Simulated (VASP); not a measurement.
# BN (rocksalt type) (Fm-3m) in VASP: density of states with LDA

Aim: the density of states of BN (rocksalt type) with LDA.

Program: VASP 6.6.1. These are calculated values, not measurements. Logs are shortened: lines on timing, memory, paths and dates and some standing lists are left out, and cuts for length are marked.

## 1. The cell of the first run

Symmetry: Fm-3m, No. 225, cubic system. Conventional cell: a = 2.834 Å, b = 2.834 Å, c = 2.834 Å, α = 90.00°, β = 90.00°, γ = 90.00°. B (site symmetry m-3m) has 6 N at 1.42 Å within 1.9 Å. N (site symmetry m-3m) has 6 B at 1.42 Å within 1.9 Å.

## 2. Density of states, LDA (volume scaled by 0.55)

Contents of POSCAR:

```
BN
1.0
    0.0000000000      1.4171837081      1.4171837081
    1.4171837081      0.0000000000      1.4171837081
    1.4171837081      1.4171837081      0.0000000000
B N
1 1
Direct
    0.0000000000      0.0000000000      0.0000000000
    0.5000000000      0.5000000000      0.5000000000
```

Contents of INCAR.step1:

```
PREC     = Accurate       # precision mode
ENCUT    = 520            # plane-wave cutoff, eV
EDIFF    = 1E-7           # SCF threshold, eV
ISMEAR   = -1             # smearing method
SIGMA    = 0.05           # smearing width, eV
LREAL    = False          # projectors in reciprocal space
LASPH    = True           # aspherical terms in the spheres
NELM     = 100            # most SCF steps
ALGO     = Normal         # electronic algorithm
ISIF     = 2              # what is computed and relaxed
LWAVE    = False          # write WAVECAR
LCHARG   = True           # write CHGCAR
NBANDS   = 11             # bands
```

Contents of KPOINTS.step1:

```
regular mesh
0
Gamma
  15 15 15
```

Contents of INCAR.step2:

```
PREC     = Accurate       # precision mode
ENCUT    = 520            # plane-wave cutoff, eV
EDIFF    = 1E-7           # SCF threshold, eV
ISMEAR   = -5             # smearing method
SIGMA    = 0.05           # smearing width, eV
LREAL    = False          # projectors in reciprocal space
LASPH    = True           # aspherical terms in the spheres
NELM     = 100            # most SCF steps
ALGO     = Normal         # electronic algorithm
ISIF     = 2              # what is computed and relaxed
LWAVE    = False          # write WAVECAR
LCHARG   = False          # write CHGCAR
LORBIT   = 10             # projections on sites
NEDOS    = 1001           # points of the DOS
ICHARG   = 11             # starting density
```

Contents of KPOINTS.step2:

```
regular mesh
0
Gamma
  23 23 23
```

Potentials or basis: VASP PAW LDA potentials, release 64 (B, N).

The run is started by

```
$ cat potpaw_LDA.64/B/POTCAR potpaw_LDA.64/N/POTCAR > POTCAR
$ cp INCAR.step1 INCAR
$ cp KPOINTS.step1 KPOINTS
$ mpirun -np 1 vasp_std > vasp.out
$ cp INCAR.step2 INCAR
$ cp KPOINTS.step2 KPOINTS
$ mpirun -np 1 vasp_std > vasp.out
```

OUTCAR:

```text
PREC = Accurate
   ENCUT = 520
   EDIFF = 1E-7
   ISMEAR = -5
   LREAL = False
   LASPH = True
   NELM = 100
   ISIF = 2
   LORBIT = 10
   ICHARG = 11

 ion  position               nearest neighbor table
   1  0.000  0.000  0.000-   2 1.42   2 1.42   2 1.42   2 1.42   2 1.42   2 1.42
   2  0.500  0.500  0.500-   1 1.42   1 1.42   1 1.42   1 1.42   1 1.42   1 1.42

  LATTYP: Found a face centered cubic cell.
 ALAT       =     2.8343674162

  Lattice vectors:

 A1 = (   0.0000000000,   1.4171837081,   1.4171837081)
 A2 = (   1.4171837081,   0.0000000000,   1.4171837081)
 A3 = (   1.4171837081,   1.4171837081,   0.0000000000)

Analysis of symmetry for initial positions (statically):
=====================================================================
 Subroutine PRICEL returns:
 Original cell was already a primitive cell.

 Routine SETGRP: Setting up the symmetry group for a
 face centered cubic supercell.

 Subroutine GETGRP returns: Found 48 space group operations
 (whereof 48 operations were pure point group operations)
 out of a pool of 48 trial point group operations.

The static configuration has the point symmetry O_h .

Analysis of symmetry for dynamics (positions and initial velocities):
=====================================================================
 Subroutine PRICEL returns:
 Original cell was already a primitive cell.

 Routine SETGRP: Setting up the symmetry group for a
 face centered cubic supercell.

 Subroutine GETGRP returns: Found 48 space group operations
 (whereof 48 operations were pure point group operations)
 out of a pool of 48 trial point group operations.

The dynamic configuration has the point symmetry O_h .

 Subroutine INISYM returns: Found 48 space group operations
 (whereof 48 operations are pure point group operations),
 and found     1 'primitive' translations

----------------------------------------------------------------------------------------

                                     Primitive cell

  volume of cell :       5.6926

  direct lattice vectors                    reciprocal lattice vectors
     0.000000000  1.417183708  1.417183708    -0.352812410  0.352812410  0.352812410
     1.417183708  0.000000000  1.417183708     0.352812410 -0.352812410  0.352812410
     1.417183708  1.417183708  0.000000000     0.352812410  0.352812410 -0.352812410

  length of vectors
     2.004200420  2.004200420  2.004200420     0.611089020  0.611089020  0.611089020

  position of ions in fractional coordinates (direct lattice)
     0.000000000  0.000000000  0.000000000
     0.500000000  0.500000000  0.500000000

  ion indices of the primitive-cell ions
   primitive index   ion index
                 1           1
                 2           2

----------------------------------------------------------------------------------------

 KPOINTS: regular mesh

Automatic generation of k-mesh.
 Grid dimensions read from file:
 generate k-points for:   23   23   23

 Generating k-lattice:

  Cartesian coordinates                     Fractional coordinates (reciprocal lattice)
    -0.015339670  0.015339670  0.015339670     0.043478261  0.000000000  0.000000000
     0.015339670 -0.015339670  0.015339670     0.000000000  0.043478261  0.000000000
     0.015339670  0.015339670 -0.015339670     0.000000000  0.000000000  0.043478261

  Length of vectors
     0.026569088  0.026569088  0.026569088

  Shift w.r.t. Gamma in fractional coordinates (k-lattice)
     0.000000000  0.000000000  0.000000000

 TETIRR: Found   1662 inequivalent tetrahedra from    73002

 Subroutine IBZKPT returns following result:
 ===========================================

 Found    364 irreducible k-points:

 Following reciprocal coordinates:
            Coordinates               Weight
  0.000000  0.000000  0.000000      1.000000
  0.043478  0.000000  0.000000      8.000000
  0.086957  0.000000  0.000000      8.000000
  0.130435  0.000000  0.000000      8.000000
  0.173913  0.000000  0.000000      8.000000
  0.217391  0.000000  0.000000      8.000000
[... 16 lines left out ...]
  0.478261  0.043478  0.000000     24.000000
 -0.478261  0.043478  0.000000     24.000000
 [... further k-points ...]
   k-points           NKPTS =    364   k-points in BZ     NKDIM =    364   number of bands    NBANDS=      8
   number of dos      NEDOS =   1001   number of ions     NIONS =      2
   total plane-waves  NPLWV =   4096
   dimension x,y,z NGX =    16 NGY =   16 NGZ =   16
   dimension x,y,z NGXF=    32 NGYF=   32 NGZF=   32
   ions per type =               1   1
   NGX,Y,Z   is equivalent  to a cutoff of  13.27, 13.27, 13.27 a.u.
   NGXF,Y,Z  is equivalent  to a cutoff of  26.54, 26.54, 26.54 a.u.
 SYSTEM =  unknown system
   PREC   = accura    normal or accurate (medium, high low for compatibility)
   ISTART =      0    job   : 0-new  1-cont  2-samecut
   ICHARG =     11    charge: 1-file 2-atom 10-const
   ISPIN  =      1    spin polarized calculation?
   LNONCOLLINEAR =      F non collinear calculations
   LSORBIT =      F    spin-orbit coupling
   LASPH  =      T    aspherical Exc in radial PAW
   ENCUT  =  520.0 eV  38.22 Ry    6.18 a.u.   3.73  3.73  3.73*2*pi/ulx,y,z
   NELM   =    100;   NELMIN=  2; NELMDL=  0     # of ELM steps
   EDIFF  = 0.1E-06   stopping-criterion for ELM
   LREAL  =      F    real-space projection
   EDIFFG = 0.1E-05   stopping-criterion for IOM
   NSW    =      0    number of steps for IOM
   IBRION =     -1    ionic relax: 0-MD 1-quasi-New 2-CG
   NFREE  =      0    steps in history (QN), initial steepest desc. (CG)
   ISIF   =      2    stress and relaxation
   ISYM   =      2    0-nonsym 1-usesym 2-fastsym
   POTIM  = 0.5000    time-step for ionic-motion
   TEBEG  =    0.0;   TEEND  =   0.0 temperature during run
   PSTRESS=    0.0 pullay stress
   NELECT =       8.0000    total number of electrons
   NUPDOWN=      -1.0000    fix difference up-down
   EMIN   =  10.00;   EMAX   =-10.00  energy-range for DOS
   EFERMI =   0.00;   METHOD = LEGACY
   ISMEAR =    -5;   SIGMA  =   0.05  broadening in eV -4-tet -1-fermi 0-gaus
   EFERMI_NEDOS =   21; number of points for ismear=-14 and -15
   IALGO  =     38    algorithm
   IMIX   =      4    mixing-type and parameters
     AMIX     =   0.40;   BMIX     =  1.00
     AMIX_MAG =   1.60;   BMIX_MAG =  1.00
  volume/ion in A,a.u.               =       2.85        19.21
  Fermi-wavevector in a.u.,A,eV,Ry     =   1.833730  3.465247 45.750474  3.362565
  Thomas-Fermi vector in A             =   2.887497
   LORBIT       =     10    0 simple, 1 ext, 2 COOP (PROOUT), +10 PAW based schemes
   GGA     = CA    functional components
   LHFCALC =     F    Hartree Fock is set to
   AEXX    =    0.0000 exact exchange contribution
   IVDW    =     0    specifies the selected vdW correction
   LEPSILON=     F    determine dielectric tensor
   LRPA    =     F    only Hartree local field effects (RPA)
 non-spin polarized calculation
 Fermi weights with tetrahedron method with Bloechl corrections
  energy-cutoff  :      520.00
  volume of cell :        5.69
 maximum number of plane-waves:       169

 number of electron       7.9999999 magnetization

 Free energy of the ion-electron system (eV)
  ---------------------------------------------------
  ext. energy  EPLUGINS =         0.00000000
  ---------------------------------------------------
  free energy    TOTEN  =        -9.10900385 eV

  energy without entropy =       -9.10900385  energy(sigma->0) =       -9.10900385

 E-fermi :  22.0378     XC(G=0): -17.2683

 val. band max:       22.0272304979   @ k =  -0.1739   0.1304   0.0000
 cond. band min:      28.4916237234   @ k =   0.4783   0.0000   0.0000
 fundamental gap:      6.4643932255
 Fermi energy:        22.0377625630

 k-point     1 :       0.0000    0.0000    0.0000
  band No.  band energies     occupation
      1     -11.0604      2.00000
      2      20.6021      2.00000
      3      20.6021      2.00000
      4      20.6021      2.00000
      5      41.4570      0.00000
      6      41.4570      0.00000
      7      41.4570      0.00000
      8      44.4419      0.00000

 k-point     2 :       0.0435    0.0000    0.0000
  band No.  band energies     occupation
      1     -10.9846      2.00000
      2      20.2512      2.00000
      3      20.5791      2.00000
      4      20.5791      2.00000
      5      40.9817      0.00000
      6      40.9817      0.00000
      7      41.2206      0.00000
      8      44.2084      0.00000

 k-point     3 :       0.0870    0.0000    0.0000
  band No.  band energies     occupation
      1     -10.7571      2.00000
      2      19.2432      2.00000
      3      20.5159      2.00000
      4      20.5159      2.00000
      5      39.7834      0.00000
      6      39.7834      0.00000
      7      40.5675      0.00000
      8      44.0175      0.00000

 k-point     4 :       0.1304    0.0000    0.0000
  band No.  band energies     occupation
      1     -10.3784      2.00000
      2      17.6983      2.00000
      3      20.4285      2.00000
      4      20.4285      2.00000
      5      38.2112      0.00000
      6      38.2113      0.00000
      7      39.7705      0.00000
      8      44.1887      0.00000

 k-point     5 :       0.1739    0.0000    0.0000
  band No.  band energies     occupation
      1      -9.8488      2.00000
      2      15.7740      2.00000
      3      20.3380      2.00000
      4      20.3380      2.00000
      5      36.5069      0.00000
      6      36.5069      0.00000
      7      39.0655      0.00000
      8      44.6494      0.00000

 k-point     6 :       0.2174    0.0000    0.0000
  band No.  band energies     occupation
      1      -9.1694      2.00000
      2      13.6241      2.00000
      3      20.2661      2.00000
      4      20.2661      2.00000
      5      34.8145      0.00000
      6      34.8145      0.00000
      7      38.5091      0.00000
      8      45.3278      0.00000

 k-point     7 :       0.2609    0.0000    0.0000
  band No.  band energies     occupation
      1      -8.3425      2.00000
      2      11.3747      2.00000
      3      20.2297      2.00000
      4      20.2297      2.00000
      5      33.2206      0.00000
      6      33.2206      0.00000
      7      38.0840      0.00000
      8      46.1717      0.00000
[... 133 lines left out ...]
 k-point    20 :       0.3478    0.0435    0.0000
  band No.  band energies     occupation
      1      -6.5860      2.00000
      2       7.7032      2.00000
      3      19.2386      2.00000
      4      20.8011      2.00000
      5      29.8561      0.00000
      6      32.2714      0.00000
      7      37.7810      0.00000
      8      47.5469      0.00000

 k-point    21 :       0.3913    0.0435    0.0000
  band No.  band energies     occupation
      1      -5.4132      2.00000
      2       5.6064      2.00000
      3      19.3910      2.00000
      4      20.6707      2.00000
      5      29.0650      0.00000
      6      31.0617      0.00000
      7      37.6107      0.00000
      8      48.5500      0.00000

 k-point    22 :       0.4348    0.0435    0.0000
  band No.  band energies     occupation
      1      -4.1827      2.00000
      2       3.7114      2.00000
      3      19.6266      2.00000
      4      20.4704      2.00000
      5      28.6190      0.00000
      6      30.0571      0.00000
      7      37.4964      0.00000
      8      49.2821      0.00000

 k-point    23 :       0.4783    0.0435    0.0000
  band No.  band energies     occupation
      1      -3.0814      2.00000
      2       2.2237      2.00000
      3      19.9229      2.00000
      4      20.2032      2.00000
      5      28.5324      0.00000
      6      29.2930      0.00000
      7      37.4344      0.00000
      8      49.6813      0.00000

 k-point    24 :      -0.4783    0.0435    0.0000
  band No.  band energies     occupation
      1      -2.6886      2.00000
      2       1.7339      2.00000
      3      19.8953      2.00000
      4      20.2450      2.00000
      5      28.7879      0.00000
      6      28.8116      0.00000
      7      37.4237      0.00000
      8      49.7808      0.00000

 [... further k-points ...]
[... 5 lines left out ...]
  --------------------------------------------------------------------------------------
  -------------------------------------------------------------------------------------
  Total       26.6437000     26.6437000     26.6437000      0.0000000      0.0000000     -0.0000000
  in kB     7498.8845705   7498.8845705   7498.8845705      0.0000000      0.0000000     -0.0000000
  external PRESSURE =    7498.8845705 kB  Pullay stress =       0.0000000 kB

 VOLUME and BASIS-vectors are now :
 -----------------------------------------------------------------------------
  energy-cutoff  :      520.00
  volume of cell :        5.69
      direct lattice vectors                 reciprocal lattice vectors
     0.000000000  1.417183708  1.417183708    -0.352812410  0.352812410  0.352812410
     1.417183708  0.000000000  1.417183708     0.352812410 -0.352812410  0.352812410
     1.417183708  1.417183708  0.000000000     0.352812410  0.352812410 -0.352812410

 POSITION                                       TOTAL-FORCE (eV/Angst)
 -----------------------------------------------------------------------------------
      0.00000      0.00000      0.00000        -0.000000     -0.000000      0.000000
      1.41718      1.41718      1.41718         0.000000      0.000000      0.000000
 -----------------------------------------------------------------------------------
    total drift:                                0.000000      0.000000      0.000000

  FREE ENERGIE OF THE ION-ELECTRON SYSTEM (eV)
  ---------------------------------------------------
  free  energy   TOTEN  =        -9.1090038521 eV

  energy  without entropy=       -9.1090038521  energy(sigma->0) =       -9.10900385

 total charge

# of ion       s       p       d       tot
------------------------------------------
    1        0.836   2.087   0.000   2.923
    2        1.336   3.378   0.000   4.714
--------------------------------------------------
tot          2.172   5.466   0.000   7.637
```

It took 23 s on 1 thread of Intel Xeon 8259CL, shared host; peak memory 0.12 GiB.

Results:

* Valence electrons inside the program's atomic spheres: B 2.92; N 4.71

Levels at points of the mesh, in eV from the valence-band top:
```tsv
k point	band 2	band 3	band 4	band 5	band 6	band 7
(0.00, 0.00, 0.00)	-1.43	-1.43	-1.43	19.43	19.43	19.43
```
